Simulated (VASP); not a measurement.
Write the native input for VASP 6.6.1 that does the following.

```yaml
Task: single point
Functional: HSE06
Potentials_or_basis: VASP PAW PBE potentials, release 64 (K_sv, Br)
Cutoff: 520 eV
k_mesh: 4 × 4 × 4
Occupations: fermi-dirac, width 0.02 eV
Spin: no spin polarisation
Dipole_correction: no
Grid_for_exact_exchange_PRECFOCK: Normal
Further_INCAR_settings: ALGO = Normal; EDIFF = 1e-06; NBANDS = 15
Share_of_exact_exchange: 0.25
Screening_parameter: 0.2079 1/Å
```

The system is KBr.

```
CELL_PARAMETERS angstrom
0.00000 3.33232 3.33232
3.33232 0.00000 3.33232
3.33232 3.33232 0.00000
ATOMIC_POSITIONS crystal
K 0.00000 0.00000 0.00000
Br 0.50000 0.50000 0.50000
```

The input as run:

POSCAR

```
KBr
1.0
    0.0000000000      3.3323196701      3.3323196701
    3.3323196701      0.0000000000      3.3323196701
    3.3323196701      3.3323196701      0.0000000000
K Br
1 1
Direct
    0.0000000000      0.0000000000      0.0000000000
    0.5000000000      0.5000000000      0.5000000000
```

INCAR.step1

```
SYSTEM = KBr
PREC     = Accurate       ! precision mode
ENCUT    = 520            ! plane-wave cutoff, eV
EDIFF    = 1E-5           ! SCF threshold, eV
ISMEAR   = -1             ! smearing method
SIGMA    = 0.02           ! smearing width, eV
LREAL    = .FALSE.        ! projectors in reciprocal space
LASPH    = .TRUE.         ! aspherical terms in the spheres
NELM     = 60             ! most SCF steps
ALGO     = Normal         ! electronic algorithm
ISIF     = 2              ! what is computed and relaxed
LWAVE    = .TRUE.         ! write WAVECAR
LCHARG   = .FALSE.        ! write CHGCAR
NBANDS   = 15             ! bands
GGA      = PE             ! functional
```

INCAR.step2

```
SYSTEM = KBr
PREC     = Accurate       ! precision mode
ENCUT    = 520            ! plane-wave cutoff, eV
EDIFF    = 1E-6           ! SCF threshold, eV
ISMEAR   = -1             ! smearing method
SIGMA    = 0.02           ! smearing width, eV
LREAL    = .FALSE.        ! projectors in reciprocal space
LASPH    = .TRUE.         ! aspherical terms in the spheres
NELM     = 60             ! most SCF steps
ALGO     = Normal         ! electronic algorithm
ISIF     = 2              ! what is computed and relaxed
LWAVE    = .FALSE.        ! write WAVECAR
LCHARG   = .FALSE.        ! write CHGCAR
GGA      = PE             ! functional
LHFCALC  = .TRUE.         ! exact exchange
HFSCREEN = 0.2079         ! screening, 1/A
PRECFOCK = Normal       
NBANDS   = 15             ! bands
ISTART   = 1
```

KPOINTS

```
Automatic mesh
0
G
  4 4 4
  0 0 0
```

Potentials or basis: VASP PAW PBE potentials, release 64 (K_sv, Br).

The run is started by

```bash
$ cat potpaw_PBE.64/K_sv/POTCAR potpaw_PBE.64/Br/POTCAR > POTCAR
$ cp INCAR.step1 INCAR
$ mpirun -np 1 vasp_std > vasp.out
$ cp INCAR.step2 INCAR
$ mpirun -np 1 vasp_std > vasp.out
```

Results of the run:

```
Pressure               : 0.0 GPa
Band gap on the k mesh : 5.52 eV
```

Caveat: the PAW data sets were made with another functional, which shifts forces and pressure a little.

Wall time 13 min on 1 thread of Intel Xeon 8259CL, with other jobs on the host, peak memory 0.32 GiB.
